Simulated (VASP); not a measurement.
# BaTiO3: single point with PBE

Crystal: BaTiO3.

```xyz
5
Lattice="3.9854 0.0000 0.0000 0.0000 3.9854 0.0000 0.0000 0.0000 4.2648" Properties=species:S:1:pos:R:3 pbc="T T T"
Ba    0.0000    0.0000    4.2065
Ti    1.9927    1.9927    2.0006
O     1.9927    1.9927    0.1614
O     1.9927    0.0000    2.2065
O     0.0000    1.9927    2.2065
```

This cell differs from its parent crystal: strain +0.000 along x and y, +0.015 along z.

```yaml
Program: VASP 6.6.1
Task: single point
Functional: PBE
Potentials_or_basis: VASP PAW PBE potentials, release 64 (Ba_sv, Ti_sv, O)
Cutoff: 520 eV
k_mesh: 8 × 8 × 6
Occupations: gaussian, width 0.05 eV
Spin: no spin polarisation
Dipole_correction: no
Further_INCAR_settings: ALGO = Normal; EDIFF = 1e-06; NBANDS = 28
```

```yaml
Pressure: -0.6 GPa
Largest_force: 0.349 eV/Å
Band_gap_on_the_k_mesh: 1.75 eV, indirect (least direct gap 2.34 eV)
```

Forces on the atoms (eV/Å):
```
Ba   0.000  0.000  0.007
Ti   0.000  0.000 -0.309
O    0.000  0.000  0.349
O    0.000  0.000 -0.024
O    0.000  0.000 -0.024
```

Stress tensor (GPa, compression positive):
```
 0.12  0.00  0.00
 0.00  0.12  0.00
 0.00  0.00 -2.18
```

Levels at points of the mesh, in eV from the valence-band top:
```
           k point  band 17  band 18  band 19  band 20  band 21  band 22  band 23  band 24
(0.00, 0.00, 0.00)    -1.36    -0.99    -0.59    -0.59     1.75     2.36     2.36     3.93
(0.50, 0.00, 0.00)    -1.99    -1.76    -1.62    -1.36     2.43     3.36     3.45     3.91
(0.50, 0.50, 0.00)    -2.06    -1.13    -1.13    -0.05     3.48     3.48     3.84     3.88
(0.00, 0.00, 0.50)    -2.09    -1.98    -0.75    -0.75     1.86     3.27     3.27     3.94
(0.50, 0.00, 0.50)    -1.89    -1.25    -1.15    -0.57     3.29     3.41     3.58     4.68
(0.50, 0.50, 0.50)    -2.61    -0.50    -0.50     0.00     3.81     3.81     3.99     5.81
```

It took 47 s on 1 thread of Intel(R) Xeon(R) 6975P-C (Granite Rapids), on a shared host, peak memory 0.25 GiB.

Caveat: the cell differs from its parent crystal (strain +0.000 along x and y, +0.015 along z); spin-orbit coupling is left out, which moves the levels of the heavy elements. A k mesh can miss the band edges.
